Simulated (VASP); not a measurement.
A run of VASP 6.6.1:

File POSCAR:

```
BN
1.0
    0.0000000000      3.4953158300      2.1660912400
    1.2516321000      0.0000000000      2.1660912400
    1.2516321000      3.4953158300      0.0000000000
B N
1 1
Direct
    0.0000486500      0.0000486500      0.9999513500
    0.6666513400      0.6666513400      0.3333486600
```

INCAR.step1

```
PREC = Accurate
ENCUT = 520
ISMEAR = 0
SIGMA = 0.05
LREAL = False
LASPH = True
NELM = 100
NBANDS = 11
GGA = PE
ALGO = Normal
EDIFF = 1E-4
LWAVE = True
LCHARG = False
```

The input INCAR.step2:

```
PREC = Accurate
ENCUT = 520
EDIFF = 1E-6
ISMEAR = 0
SIGMA = 0.05
LREAL = False
LASPH = True
NELM = 100
ALGO = Normal
ISIF = 2
LWAVE = False
LCHARG = False
METAGGA = R2SCAN
LMIXTAU = True
NBANDS = 11
ISTART = 1
```

The input KPOINTS:

```
regular mesh
0
Gamma
  12 12 12
```

Potentials or basis: VASP PAW PBE potentials, release 64 (B, N).

Launch:

```bash
$ cat potpaw_PBE.64/B/POTCAR potpaw_PBE.64/N/POTCAR > POTCAR
$ cp INCAR.step1 INCAR
$ mpirun -np 1 vasp_std > vasp.out
$ cp INCAR.step2 INCAR
$ mpirun -np 1 vasp_std > vasp.out
```

Hardware: 1 thread of AMD EPYC 9R45 96-Core Processor (Zen 5), on a shared host.

Q: How long does it take, and how much memory?

A: Run time: 2.6 min on 1 thread of AMD EPYC 9R45 96-Core Processor (Zen 5), with other jobs on the host, peak memory 0.16 GiB. Counts: k points 280.
